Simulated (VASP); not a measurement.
Input of a VASP 6.6.1 run:

INCAR

```
SYSTEM = Si2W
  PREC = Accurate
  ENCUT = 520
  EDIFF = 1E-6
  ISMEAR = 0
  SIGMA = 0.03
  LREAL = .FALSE.
  LASPH = .TRUE.
  NELM = 100
  ALGO = Normal
  ISIF = 2
  LWAVE = .FALSE.
  LCHARG = .FALSE.
  NBANDS = 43
```

The input KPOINTS:

```
Automatic mesh
0
G
  9 9 6
  0 0 0
```

File POSCAR:

```
Si2W
1.0
    4.4362922824      0.0000000000      0.0000000000
   -2.2181461412      3.8419418152      0.0000000000
    0.0000000000      0.0000000000      6.9126306345
Si W
6 3
Direct
    0.8466874044      0.6933748088      0.5000000000
    0.1533125956      0.8466874044      0.8333333333
    0.6933748088      0.8466874044      0.1666666667
    0.1533125956      0.3066251912      0.5000000000
    0.8466874044      0.1533125956      0.8333333333
    0.3066251912      0.1533125956      0.1666666667
    0.0000000000      0.5000000000      0.1666666667
    0.5000000000      0.5000000000      0.8333333333
    0.5000000000      0.0000000000      0.5000000000
```

Potentials or basis: VASP PAW LDA potentials, release 64 (Si, W_sv).

Run with:

```console
$ cat potpaw_LDA.64/Si/POTCAR potpaw_LDA.64/W_sv/POTCAR > POTCAR
$ mpirun -np 1 vasp_std > vasp.out
```

Problem. Estimate the pressure.

Solution. 3.1 GPa.

Problem. What does it give for the largest force?

Solution. 1.999 eV/Å.

Problem. Predict the band gap on the k mesh.

Solution. 0.21 eV (least direct gap 0.90 eV).

Stress tensor (GPa, compression positive):
```
 10.97   0.00   0.00
  0.00  10.97   0.00
  0.00   0.00 -12.48
```

Caveat: the stress differs along the axes, from -12 to 11 GPa; spin-orbit coupling is left out, which moves the levels of the heavy elements; forces of over 1 eV/Å act on the atoms, so gaps and moduli don't describe the material at rest. A k mesh can miss the band edges.
